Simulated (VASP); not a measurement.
# SrO (Cmmm) in VASP: single point with PBE

Aim: the single point of SrO with PBE.

Everything below comes from runs of VASP 6.6.1. Logs are shortened: lines on timing, memory, paths and dates and some standing lists are left out, and cuts for length are marked.

## 1. The cell of the first run

It takes space group Cmmm (No. 65, orthorhombic). Conventional cell: a = 7.596 Å, b = 8.929 Å, c = 3.776 Å, α = 90.00°, β = 90.00°, γ = 90.00°. Within 3.0 Å of Sr (site symmetry mmm) lie 2 O at 2.24 Å. Within 3.2 Å of Sr (site symmetry mmm) lie 4 O at 2.45 Å. Within 3.2 Å of O (site symmetry 2mm) lie 3 Sr at 2.24 to 2.45 Å and 1 O at 3.12 Å.

## 2. Single point, PBE (atoms taken out)

The input, INCAR:

```
ALGO     = Normal         # electronic algorithm
EDIFF    = 1E-6           # SCF threshold, eV
ENCUT    = 520            # plane-wave cutoff, eV
GGA      = PE             # functional
ISIF     = 2              # what is computed and relaxed
ISMEAR   = 0              # smearing method
LASPH    = T              # aspherical terms in the spheres
LCHARG   = T              # write CHGCAR
LELF     = T              # ELF
LREAL    = F              # projectors in reciprocal space
LVHAR    = T            
LWAVE    = F              # write WAVECAR
NBANDS   = 24             # bands
NELM     = 60             # most SCF steps
PREC     = Accurate       # precision mode
SIGMA    = 0.1            # smearing width, eV
```

The input, KPOINTS:

```
k-points
0
Gamma
  8 8 12
```

The input, POSCAR:

```
SrO
1.0
    3.7978766231     -4.4644211396      0.0000000000
    3.7978766231      4.4644211396      0.0000000000
    0.0000000000      0.0000000000      3.7761417953
Sr O
2 2
Direct
    0.0000000000      0.0000000000      0.0000000000
    0.5000000000      0.5000000000      0.5000000000
    0.7050964443      0.7050964443      0.0000000000
    0.2949035557      0.2949035557      0.0000000000
```

Potentials or basis: VASP PAW PBE potentials, release 64 (Sr_sv, O).

Command:

```bash
$ cat potpaw_PBE.64/Sr_sv/POTCAR potpaw_PBE.64/O/POTCAR > POTCAR
$ mpirun -np 1 vasp_std > vasp.out
```

OUTCAR:

```text
EDIFF = 1E-6
   ENCUT = 520
   GGA = PE
   ISIF = 2
   ISMEAR = 0
   LASPH = T
   LREAL = F
   NELM = 60
   PREC = Accurate

 ion  position               nearest neighbor table
   1  0.000  0.000  0.000-   3 2.24   4 2.24   2 4.24   2 4.24   2 4.24   2 4.24   2 4.85   2 4.85
                             2 4.85   2 4.85
   2  0.500  0.500  0.500-   3 2.45   4 2.45   3 2.45   4 2.45   1 4.24   1 4.24   1 4.24   1 4.24
                             1 4.85   1 4.85   1 4.85   1 4.85
   3  0.705  0.705  0.000-   1 2.24   2 2.45   2 2.45
   4  0.295  0.295  0.000-   1 2.24   2 2.45   2 2.45

  LATTYP: Found a base centered orthorhombic cell.
 ALAT       =     7.5957532462
 B/A-ratio  =     1.1755045207
 C/A-ratio  =     0.4971385553

  Lattice vectors:

 A1 = (   3.7978766231,  -4.4644211396,   0.0000000000)
 A2 = (   3.7978766231,   4.4644211396,   0.0000000000)
 A3 = (   0.0000000000,   0.0000000000,   3.7761417953)

Analysis of symmetry for initial positions (statically):
=====================================================================
 Subroutine PRICEL returns:
 Original cell was already a primitive cell.

 Routine SETGRP: Setting up the symmetry group for a
 base centered orthorhombic supercell.

 Subroutine GETGRP returns: Found  8 space group operations
 (whereof  8 operations were pure point group operations)
 out of a pool of  8 trial point group operations.

The static configuration has the point symmetry D_2h.

Analysis of symmetry for dynamics (positions and initial velocities):
=====================================================================
 Subroutine PRICEL returns:
 Original cell was already a primitive cell.

 Routine SETGRP: Setting up the symmetry group for a
 base centered orthorhombic supercell.

 Subroutine GETGRP returns: Found  8 space group operations
 (whereof  8 operations were pure point group operations)
 out of a pool of  8 trial point group operations.

The dynamic configuration has the point symmetry D_2h.

 Subroutine INISYM returns: Found  8 space group operations
 (whereof  8 operations are pure point group operations),
 and found     1 'primitive' translations

----------------------------------------------------------------------------------------

                                     Primitive cell

  volume of cell :     128.0514

  direct lattice vectors                    reciprocal lattice vectors
     3.797876623 -4.464421140  0.000000000     0.131652513 -0.111996603  0.000000000
     3.797876623  4.464421140  0.000000000     0.131652513  0.111996603  0.000000000
     0.000000000  0.000000000  3.776141795     0.000000000  0.000000000  0.264820564

  length of vectors
     5.861307274  5.861307274  3.776141795     0.172845663  0.172845663  0.264820564

  position of ions in fractional coordinates (direct lattice)
     0.000000000  0.000000000  0.000000000
     0.500000000  0.500000000  0.500000000
     0.705096444  0.705096444  0.000000000
     0.294903556  0.294903556  0.000000000

  ion indices of the primitive-cell ions
   primitive index   ion index
                 1           1
                 2           2
                 3           3
                 4           4

----------------------------------------------------------------------------------------

 KPOINTS: k-points

Automatic generation of k-mesh.
 Grid dimensions read from file:
 generate k-points for:    8    8   12

 Generating k-lattice:

  Cartesian coordinates                     Fractional coordinates (reciprocal lattice)
     0.016456564 -0.013999575  0.000000000     0.125000000  0.000000000  0.000000000
     0.016456564  0.013999575  0.000000000     0.000000000  0.125000000  0.000000000
     0.000000000  0.000000000  0.022068380     0.000000000  0.000000000  0.083333333

  Length of vectors
     0.021605708  0.021605708  0.022068380

  Shift w.r.t. Gamma in fractional coordinates (k-lattice)
     0.000000000  0.000000000  0.000000000

 Subroutine IBZKPT returns following result:
 ===========================================

 Found    147 irreducible k-points:

 Following reciprocal coordinates:
            Coordinates               Weight
  0.000000  0.000000  0.000000      1.000000
  0.125000 -0.000000  0.000000      4.000000
  0.250000 -0.000000  0.000000      4.000000
  0.375000  0.000000  0.000000      4.000000
  0.500000 -0.000000  0.000000      2.000000
  0.125000  0.125000  0.000000      2.000000
[... 16 lines left out ...]
  0.125000 -0.000000  0.083333      8.000000
  0.250000 -0.000000  0.083333      8.000000
 [... further k-points ...]
   k-points           NKPTS =    147   k-points in BZ     NKDIM =    147   number of bands    NBANDS=     24
   number of dos      NEDOS =    301   number of ions     NIONS =      4
   total plane-waves  NPLWV =  64512
   dimension x,y,z NGX =    48 NGY =   48 NGZ =   28
   dimension x,y,z NGXF=    96 NGYF=   96 NGZF=   56
   ions per type =               2   2
   NGX,Y,Z   is equivalent  to a cutoff of  13.61, 13.61, 12.33 a.u.
   NGXF,Y,Z  is equivalent  to a cutoff of  27.23, 27.23, 24.65 a.u.
 SYSTEM =  unknown system
   PREC   = accura    normal or accurate (medium, high low for compatibility)
   ISTART =      0    job   : 0-new  1-cont  2-samecut
   ICHARG =      2    charge: 1-file 2-atom 10-const
   ISPIN  =      1    spin polarized calculation?
   LNONCOLLINEAR =      F non collinear calculations
   LSORBIT =      F    spin-orbit coupling
   LASPH  =      T    aspherical Exc in radial PAW
   ENCUT  =  520.0 eV  38.22 Ry    6.18 a.u.  10.90 10.90  7.02*2*pi/ulx,y,z
   NELM   =     60;   NELMIN=  2; NELMDL= -5     # of ELM steps
   EDIFF  = 0.1E-05   stopping-criterion for ELM
   LREAL  =      F    real-space projection
   EDIFFG = 0.1E-04   stopping-criterion for IOM
   NSW    =      0    number of steps for IOM
   IBRION =     -1    ionic relax: 0-MD 1-quasi-New 2-CG
   NFREE  =      0    steps in history (QN), initial steepest desc. (CG)
   ISIF   =      2    stress and relaxation
   ISYM   =      2    0-nonsym 1-usesym 2-fastsym
   POTIM  = 0.5000    time-step for ionic-motion
   TEBEG  =    0.0;   TEEND  =   0.0 temperature during run
   PSTRESS=    0.0 pullay stress
   NELECT =      32.0000    total number of electrons
   NUPDOWN=      -1.0000    fix difference up-down
   EMIN   =  10.00;   EMAX   =-10.00  energy-range for DOS
   EFERMI =   0.00;   METHOD = LEGACY
   ISMEAR =     0;   SIGMA  =   0.10  broadening in eV -4-tet -1-fermi 0-gaus
   EFERMI_NEDOS =   21; number of points for ismear=-14 and -15
   IALGO  =     38    algorithm
   IMIX   =      4    mixing-type and parameters
     AMIX     =   0.40;   BMIX     =  1.00
     AMIX_MAG =   1.60;   BMIX_MAG =  1.00
  volume/ion in A,a.u.               =      32.01       216.03
  Fermi-wavevector in a.u.,A,eV,Ry     =   1.031169  1.948628 14.467218  1.063311
  Thomas-Fermi vector in A             =   2.165304
   LORBIT       =      0    0 simple, 1 ext, 2 COOP (PROOUT), +10 PAW based schemes
   GGA     = PE    functional components
   LHFCALC =     F    Hartree Fock is set to
   AEXX    =    0.0000 exact exchange contribution
   IVDW    =     0    specifies the selected vdW correction
   LEPSILON=     F    determine dielectric tensor
   LRPA    =     F    only Hartree local field effects (RPA)
 non-spin polarized calculation
 Gauss-broadening in eV      SIGMA  =   0.10
  energy-cutoff  :      520.00
  volume of cell :      128.05
 maximum number of plane-waves:      3486
 NGX is ok and might be reduce to    48
   NGX = 21   NGY = 21   NGZ = 15

 number of electron      31.9999991 magnetization

 Free energy of the ion-electron system (eV)
  ---------------------------------------------------
  ext. energy  EPLUGINS =         0.00000000
  ---------------------------------------------------
  free energy    TOTEN  =       -20.49105687 eV

  energy without entropy =      -20.48280493  energy(sigma->0) =      -20.48693090

 E-fermi :   0.2372     XC(G=0):  -6.9480

 val. band max:        0.2371732673   @ k =  -0.2500   0.2500   0.0833
 cond. band min:       0.2794182710   @ k =  -0.1250   0.1250   0.0833
 fundamental gap:      0.0422450036
 Fermi energy:         0.2371843763

 k-point     1 :       0.0000    0.0000    0.0000
  band No.  band energies     occupation
      1     -34.6978      2.00000
      2     -33.0786      2.00000
      3     -17.5331      2.00000
      4     -16.9638      2.00000
      5     -16.9087      2.00000
      6     -15.5043      2.00000
[... 16 lines left out ...]
     23       6.4719      0.00000
     24       6.6206      0.00000

 k-point     2 :       0.1250   -0.0000    0.0000
  band No.  band energies     occupation
      1     -34.6978      2.00000
      2     -33.0786      2.00000
      3     -17.5153      2.00000
      4     -16.9641      2.00000
      5     -16.9087      2.00000
      6     -15.7611      2.00000
[... 16 lines left out ...]
     23       6.4098      0.00000
     24       6.6359      0.00000

 k-point     3 :       0.2500   -0.0000    0.0000
  band No.  band energies     occupation
      1     -34.6978      2.00000
      2     -33.0786      2.00000
      3     -17.4682      2.00000
      4     -16.9647      2.00000
      5     -16.9085      2.00000
      6     -16.0420      2.00000
[... 16 lines left out ...]
     23       6.5535      0.00000
     24       6.9023      0.00000

 k-point     4 :       0.3750    0.0000    0.0000
  band No.  band energies     occupation
      1     -34.6977      2.00000
      2     -33.0786      2.00000
      3     -17.4130      2.00000
      4     -16.9652      2.00000
      5     -16.9084      2.00000
      6     -16.2422      2.00000
[... 16 lines left out ...]
     23       6.5405      0.00000
     24       7.1068      0.00000

 k-point     5 :       0.5000   -0.0000    0.0000
  band No.  band energies     occupation
      1     -34.6977      2.00000
      2     -33.0786      2.00000
      3     -17.3869      2.00000
      4     -16.9654      2.00000
      5     -16.9083      2.00000
      6     -16.3173      2.00000
[... 16 lines left out ...]
     23       6.5206      0.00000
     24       7.1485      0.00000

 k-point     6 :       0.1250    0.1250    0.0000
  band No.  band energies     occupation
      1     -34.6978      2.00000
      2     -33.0786      2.00000
      3     -17.4670      2.00000
      4     -16.9644      2.00000
      5     -16.9085      2.00000
      6     -16.0428      2.00000
[... 16 lines left out ...]
     23       6.2598      0.00000
     24       6.7474      0.00000
[... 379 lines left out ...]
 k-point    21 :       0.5000    0.5000    0.0000
  band No.  band energies     occupation
      1     -34.6977      2.00000
      2     -33.0785      2.00000
      3     -17.5426      2.00000
      4     -16.9679      2.00000
      5     -16.9084      2.00000
      6     -15.5071      2.00000
[... 16 lines left out ...]
     23       5.7211      0.00000
     24       6.7952      0.00000

 k-point    22 :       0.0000    0.0000    0.0833
  band No.  band energies     occupation
      1     -34.6961      2.00000
      2     -33.0764      2.00000
      3     -17.5204      2.00000
      4     -16.9613      2.00000
      5     -16.9329      2.00000
      6     -15.5382      2.00000
[... 16 lines left out ...]
     23       6.2157      0.00000
     24       6.5734      0.00000

 k-point    23 :       0.1250   -0.0000    0.0833
  band No.  band energies     occupation
      1     -34.6961      2.00000
      2     -33.0764      2.00000
      3     -17.5049      2.00000
      4     -16.9615      2.00000
      5     -16.9329      2.00000
      6     -15.7907      2.00000
[... 16 lines left out ...]
     23       6.4077      0.00000
     24       6.6129      0.00000

 k-point    24 :       0.2500   -0.0000    0.0833
  band No.  band energies     occupation
      1     -34.6961      2.00000
      2     -33.0764      2.00000
      3     -17.4644      2.00000
      4     -16.9621      2.00000
      5     -16.9328      2.00000
      6     -16.0389      2.00000
[... 16 lines left out ...]
     23       6.5266      0.00000
     24       6.8771      0.00000

 [... further k-points ...]

------------------------ aborting loop because EDIFF is reached ----------------------------------------

  FORCE on cell =-STRESS in cart. coord.  units (eV):
  Direction    XX          YY          ZZ          XY          YZ          ZX
  --------------------------------------------------------------------------------------
  -------------------------------------------------------------------------------------
  Total        0.7501983     -0.0170920      0.2467526      0.0000000      0.0000000      0.0000000
  in kB        9.3864714     -0.2138548      3.0873648      0.0000000      0.0000000      0.0000000
  external PRESSURE =       4.0866605 kB  Pullay stress =       0.0000000 kB

 VOLUME and BASIS-vectors are now :
 -----------------------------------------------------------------------------
  energy-cutoff  :      520.00
  volume of cell :      128.05
      direct lattice vectors                 reciprocal lattice vectors
     3.797876623 -4.464421140  0.000000000     0.131652513 -0.111996603  0.000000000
     3.797876623  4.464421140  0.000000000     0.131652513  0.111996603  0.000000000
     0.000000000  0.000000000  3.776141795     0.000000000  0.000000000  0.264820564

 POSITION                                       TOTAL-FORCE (eV/Angst)
 -----------------------------------------------------------------------------------
      0.00000      0.00000      0.00000         0.000000      0.000000      0.000000
      3.79788      0.00000      1.88807         0.000000     -0.000000      0.000000
      5.35574      0.00000      0.00000        -0.080625      0.000000      0.000000
      2.24001      0.00000      0.00000         0.080625      0.000000     -0.000000
 -----------------------------------------------------------------------------------
    total drift:                               -0.000000     -0.000000     -0.000000

  FREE ENERGIE OF THE ION-ELECTRON SYSTEM (eV)
  ---------------------------------------------------
  free  energy   TOTEN  =       -20.4910568671 eV

  energy  without entropy=      -20.4828049332  energy(sigma->0) =      -20.48693090
```

Run time: 15 min. Hardware: 1 thread of Intel Xeon 8259CL, shared host; peak memory 0.52 GiB.

Results:

```yaml
Free_energy: -20.4911 eV
Pressure: 0.4 GPa
Largest_force: 0.081 eV/Å
Band_gap_on_the_k_mesh: zero (bands 16 and 17 overlap by 0.19 eV)
```

Forces on the atoms (eV/Å):
```
Sr   0.000  0.000  0.000
Sr   0.000  0.000  0.000
O   -0.081  0.000  0.000
O    0.081  0.000  0.000
```

Levels at points of the mesh, in eV from the Fermi level:
| k point | band 13 | band 14 | band 15 | band 16 | band 17 | band 18 | band 19 | band 20 |
| --- | --- | --- | --- | --- | --- | --- | --- | --- |
| (0.00, 0.00, 0.00) | -1.61 | -0.91 | -0.52 | -0.45 | -0.01 | 2.09 | 3.73 | 4.55 |
| (0.50, 0.00, 0.00) | -1.37 | -1.32 | -1.22 | -0.76 | 0.35 | 1.86 | 2.84 | 4.90 |
| (0.50, 0.50, 0.00) | -1.50 | -1.20 | -0.50 | -0.01 | 0.42 | 2.60 | 2.88 | 3.74 |
| (0.00, 0.00, 0.50) | -1.32 | -1.26 | -1.12 | -0.37 | 2.49 | 2.55 | 2.78 | 4.34 |
| (0.50, 0.00, 0.50) | -1.54 | -0.98 | -0.82 | -0.35 | 1.81 | 3.32 | 3.49 | 4.32 |
| (0.50, 0.50, 0.50) | -1.48 | -1.42 | -0.93 | -0.36 | 1.77 | 3.63 | 3.86 | 4.36 |

Caveat: the cell differs from its parent crystal (atoms taken out); semilocal functionals underestimate gaps, so a narrow gap can read as zero.
